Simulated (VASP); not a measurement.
# Ir (P6_3/mmc) in VASP: notebook, part 2 of 2

VASP 6.6.1. The steps go on from the part before.

## (3) Single point, PBEsol (volume scaled by 0.92)

INCAR

```
SYSTEM = Ir
PREC = Accurate
ENCUT = 520
EDIFF = 1E-6
ISMEAR = -1
SIGMA = 0.1
LREAL = .False.
LASPH = .True.
NELM = 80
ALGO = Normal
ISIF = 2
LWAVE = .False.
LCHARG = .False.
GGA = PS
NBANDS = 26
```

KPOINTS

```
regular mesh
0
Gamma
  15 15 4
  0 0 0
```

POSCAR

```
Ir
1.0
    2.6365266650      0.0000000000      0.0000000000
   -1.3182633325      2.2832990697      0.0000000000
    0.0000000000      0.0000000000      8.6128918558
Ir
4
Direct
    0.0000000000      0.0000000000      0.0000000000
    0.0000000000      0.0000000000      0.5000000000
    0.3333333333      0.6666666667      0.2500000000
    0.6666666667      0.3333333333      0.7500000000
```

Potentials or basis: VASP PAW PBE potentials, release 64 (Ir).

Run with:

```sh
> cat potpaw_PBE.64/Ir/POTCAR > POTCAR
> mpirun -np 1 vasp_std > vasp.out
```

OUTCAR:

```text
SYSTEM = Ir
   PREC = Accurate
   ENCUT = 520
   EDIFF = 1E-6
   ISMEAR = -1
   LREAL = .False.
   LASPH = .True.
   NELM = 80
   ISIF = 2
   GGA = PS

 ion  position               nearest neighbor table
   1  0.000  0.000  0.000-   3 2.64   4 2.64   4 2.64   3 2.64   4 2.64   3 2.64
   2  0.000  0.000  0.500-   3 2.64   4 2.64   4 2.64   3 2.64   4 2.64   3 2.64
   3  0.333  0.667  0.250-   1 2.64   2 2.64   1 2.64   2 2.64   1 2.64   2 2.64
   4  0.667  0.333  0.750-   1 2.64   2 2.64   1 2.64   2 2.64   1 2.64   2 2.64

  LATTYP: Found a hexagonal cell.
 ALAT       =     2.6365266650
 C/A-ratio  =     3.2667569686

  Lattice vectors:

 A1 = (   2.6365266650,   0.0000000000,   0.0000000000)
 A2 = (  -1.3182633325,   2.2832990697,   0.0000000000)
 A3 = (   0.0000000000,   0.0000000000,   8.6128918558)

Analysis of symmetry for initial positions (statically):
=====================================================================
 Subroutine PRICEL returns:
 Original cell was already a primitive cell.

 Routine SETGRP: Setting up the symmetry group for a
 hexagonal supercell.

 Subroutine GETGRP returns: Found 24 space group operations
 (whereof 12 operations were pure point group operations)
 out of a pool of 24 trial point group operations.

The static configuration has the point symmetry D_3d.
 The point group associated with its full space group is D_6h.

Analysis of symmetry for dynamics (positions and initial velocities):
=====================================================================
 Subroutine PRICEL returns:
 Original cell was already a primitive cell.

 Routine SETGRP: Setting up the symmetry group for a
 hexagonal supercell.

 Subroutine GETGRP returns: Found 24 space group operations
 (whereof 12 operations were pure point group operations)
 out of a pool of 24 trial point group operations.

The dynamic configuration has the point symmetry D_3d.
 The point group associated with its full space group is D_6h.

 Subroutine INISYM returns: Found 24 space group operations
[... 121 lines left out ...]
     AMIX_MAG =   1.60;   BMIX_MAG =  1.00
  volume/ion in A,a.u.               =      12.96        87.47
  Fermi-wavevector in a.u.,A,eV,Ry     =   1.449643  2.739428 28.592158  2.101464
  Thomas-Fermi vector in A             =   2.567346
   LORBIT       =      0    0 simple, 1 ext, 2 COOP (PROOUT), +10 PAW based schemes
   GGA     = PS    functional components
   LHFCALC =     F    Hartree Fock is set to
   AEXX    =    0.0000 exact exchange contribution
   IVDW    =     0    specifies the selected vdW correction
   LEPSILON=     F    determine dielectric tensor
   LRPA    =     F    only Hartree local field effects (RPA)
 non-spin polarized calculation
  energy-cutoff  :      520.00
  volume of cell :       51.85
 maximum number of plane-waves:      1428
 NGX is ok and might be reduce to    20
   NGX =  9   NGY =  9   NGZ = 33

 number of electron      36.0000002 magnetization

 Free energy of the ion-electron system (eV)
  ---------------------------------------------------
  ext. energy  EPLUGINS =         0.00000000
  ---------------------------------------------------
  free energy    TOTEN  =       -38.66505786 eV

  energy without entropy =      -38.55908192  energy(sigma->0) =      -38.61206989

 E-fermi :  11.8694     XC(G=0): -14.6193

 val. band max:       11.8686725916   @ k =   0.3333   0.3333   0.0000
 cond. band min:      11.8786313465   @ k =   0.1333   0.1333   0.0000
 fundamental gap:      0.0099587549
 Fermi energy:        11.8693898828

 k-point     1 :       0.0000    0.0000    0.0000
  band No.  band energies     occupation
      1      -0.3283      2.00000
      2       2.0110      2.00000
      3       2.0571      2.00000
      4       2.7140      2.00000
      5       6.8213      2.00000
      6       6.8696      2.00000
[... 685 lines left out ...]
     25      19.5495      0.00000
     26      20.4032      0.00000

 [... further k-points ...]

------------------------ aborting loop because EDIFF is reached ----------------------------------------

  FORCE on cell =-STRESS in cart. coord.  units (eV):
  Direction    XX          YY          ZZ          XY          YZ          ZX
  --------------------------------------------------------------------------------------
  -------------------------------------------------------------------------------------
  Total       13.2493809     13.2493809     13.3852094      0.0000000     -0.0000000      0.0000000
  in kB      409.4135455    409.4135456    413.6107225      0.0000000     -0.0000000      0.0000000
  external PRESSURE =     410.8126045 kB  Pullay stress =       0.0000000 kB

 VOLUME and BASIS-vectors are now :
 -----------------------------------------------------------------------------
  energy-cutoff  :      520.00
  volume of cell :       51.85
      direct lattice vectors                 reciprocal lattice vectors
     2.636526665  0.000000000  0.000000000     0.379286890  0.218981388  0.000000000
    -1.318263332  2.283299070  0.000000000     0.000000000  0.437962776  0.000000000
     0.000000000  0.000000000  8.612891856     0.000000000  0.000000000  0.116105022

 POSITION                                       TOTAL-FORCE (eV/Angst)
 -----------------------------------------------------------------------------------
      0.00000      0.00000      0.00000        -0.000000      0.000000      0.000000
      0.00000      0.00000      4.30645        -0.000000      0.000000      0.000000
     -0.00000      1.52220      2.15322         0.000000     -0.000000     -0.000000
      1.31826      0.76110      6.45967         0.000000     -0.000000     -0.000000
 -----------------------------------------------------------------------------------
    total drift:                                0.000000     -0.000000      0.000000

  FREE ENERGIE OF THE ION-ELECTRON SYSTEM (eV)
  ---------------------------------------------------
  free  energy   TOTEN  =       -38.6650578601 eV

  energy  without entropy=      -38.5590819224  energy(sigma->0) =      -38.61206989
```

OSZICAR:

```text
N       E                     dE             d eps       ncg     rms          rms(c)
DAV:   1     0.385779836827E+03    0.38578E+03   -0.16294E+04  4220   0.141E+03
DAV:   2    -0.227440494604E+02   -0.40852E+03   -0.38577E+03  4226   0.431E+02
DAV:   3    -0.405380274599E+02   -0.17794E+02   -0.16808E+02  4890   0.103E+02
DAV:   4    -0.409672180176E+02   -0.42919E+00   -0.42416E+00  4726   0.143E+01
DAV:   5    -0.409761080901E+02   -0.88901E-02   -0.88845E-02  4762   0.197E+00    0.406E+01
DAV:   6    -0.391319721975E+02    0.18441E+01   -0.24039E+00  4732   0.157E+01    0.176E+01
DAV:   7    -0.386976430141E+02    0.43433E+00   -0.10434E+00  4996   0.992E+00    0.273E+00
DAV:   8    -0.386799452111E+02    0.17698E-01   -0.44898E-02  5420   0.282E+00    0.171E+00
DAV:   9    -0.386682142785E+02    0.11731E-01   -0.27286E-02  4548   0.196E+00    0.127E+00
DAV:  10    -0.386650431508E+02    0.31711E-02   -0.20912E-03  4568   0.645E-01    0.788E-02
DAV:  11    -0.386650619569E+02   -0.18806E-04   -0.95982E-05  4562   0.102E-01    0.542E-02
DAV:  12    -0.386650577132E+02    0.42437E-05   -0.17465E-05  4446   0.421E-02    0.508E-03
DAV:  13    -0.386650578601E+02   -0.14690E-06   -0.59595E-07  2452   0.101E-02
   1 F= -.38665058E+02 E0= -.38612070E+02  d E =-.105976E+00
```

stdout:

```text
POSCAR found type information on POSCAR Ir
 POSCAR found :  1 types and       4 ions
 scaLAPACK will be used
 -----------------------------------------------------------------------------
|                                                                             |
|                                                                             |
|     You enforced a specific xc type in the INCAR file but a different       |
|     I HOPE YOU KNOW WHAT YOU ARE DOING!                                     |
|                                                                             |
 -----------------------------------------------------------------------------

 LDA part: xc-table for (Slater+PW92), standard interpolation
 POSCAR, INCAR and KPOINTS ok, starting setup
 FFT: planning ... GRIDC
 FFT: planning ... GRID_SOFT
 FFT: planning ... GRID
 WAVECAR not read
 entering main loop
```

Run time: 88 s. Hardware: 1 thread of Intel Xeon 6975P-C, shared host; peak memory 0.22 GiB.

Results:

* Free energy: -38.6651 eV
* Pressure: 41.1 GPa
* Band gap on the k mesh: zero (band 18 reaches 13.04 eV, above the bottom of band 19 at 10.09 eV)

Stress tensor (GPa, compression positive):
```
40.94  0.00  0.00
 0.00 40.94  0.00
 0.00  0.00 41.36
```

Caveat: the PAW data sets were made with another functional, which shifts forces and pressure a little; spin-orbit coupling is left out, which moves the levels of the heavy elements.

## (4) Single point, PBEsol (volume scaled by 0.96)

INCAR

```
SYSTEM = Ir
PREC     = Accurate       ! precision mode
ENCUT    = 520            ! plane-wave cutoff, eV
EDIFF    = 1E-6           ! SCF threshold, eV
ISMEAR   = -1             ! smearing method
SIGMA    = 0.1            ! smearing width, eV
LREAL    = .FALSE.        ! projectors in reciprocal space
LASPH    = .TRUE.         ! aspherical terms in the spheres
NELM     = 100            ! most SCF steps
ALGO     = Normal         ! electronic algorithm
ISIF     = 2              ! what is computed and relaxed
LWAVE    = .FALSE.        ! write WAVECAR
LCHARG   = .FALSE.        ! write CHGCAR
GGA      = PS             ! functional
NBANDS   = 26             ! bands
```

KPOINTS

```
regular mesh
0
G
  15 15 4
  0 0 0
```

POSCAR

```
Ir
1.0
    2.6741964211      0.0000000000      0.0000000000
   -1.3370982105      2.3159220353      0.0000000000
    0.0000000000      0.0000000000      8.7359497938
Ir
4
Direct
    0.0000000000      0.0000000000      0.0000000000
    0.0000000000      0.0000000000      0.5000000000
    0.3333333333      0.6666666667      0.2500000000
    0.6666666667      0.3333333333      0.7500000000
```

Run with:

```sh
> cat potpaw_PBE.64/Ir/POTCAR > POTCAR
> mpirun -np 1 vasp_std > vasp.out
```

It took 1.8 min on 1 thread of Intel Xeon 6975P-C, shared host; peak memory 0.23 GiB.

Results (log left out):

| Property | Result |
| --- | --- |
| Free energy | -39.0788 eV |
| Pressure | 18.5 GPa |
| Band gap on the k mesh | zero (band 18 reaches 12.15 eV, above the bottom of band 19 at 9.41 eV) |

Stress tensor (GPa, compression positive):
```
18.45  0.00  0.00
 0.00 18.45  0.00
 0.00  0.00 18.66
```

Levels at points of the mesh, in eV from the Fermi level:
```tsv
k point	band 15	band 16	band 17	band 18	band 19	band 20	band 21	band 22
(0.00, 0.00, 0.00)	-3.58	-1.92	-1.92	-1.12	-1.12	-0.97	-0.36	-0.36
(0.00, 0.00, 0.50)	-2.94	-2.94	-1.49	-1.49	-1.49	-1.49	0.23	0.23
```

Caveat: the PAW data sets were made with another functional, which shifts forces and pressure a little; spin-orbit coupling is left out, which moves the levels of the heavy elements.

## (5) The runs side by side

| cell | gap on the mesh (eV) | pressure (GPa) |
| --- | --- | --- |
| a = 2.598, b = 2.598, c = 8.486 Å, angles 90.0, 90.0, 120.0°, 4 atoms | none | 69.8 |
| a = 2.637, b = 2.637, c = 8.613 Å, angles 90.0, 90.0, 120.0°, 4 atoms | none | 41.1 |
| a = 2.674, b = 2.674, c = 8.736 Å, angles 90.0, 90.0, 120.0°, 4 atoms | none | 18.5 |

Alike in all rows: task single point; level PBEsol; potentials or basis VASP PAW PBE potentials, release 64 (Ir); no spin polarisation; k mesh 15 × 15 × 4; cutoff (eV) 520; smearing fermi-dirac 0.1 eV.

Caveats: the PAW data sets were made with another functional, which shifts forces and pressure a little; spin-orbit coupling is left out, which moves the levels of the heavy elements.

Total energies depend on the potentials used, so only differences within one code and one set of settings carry meaning.
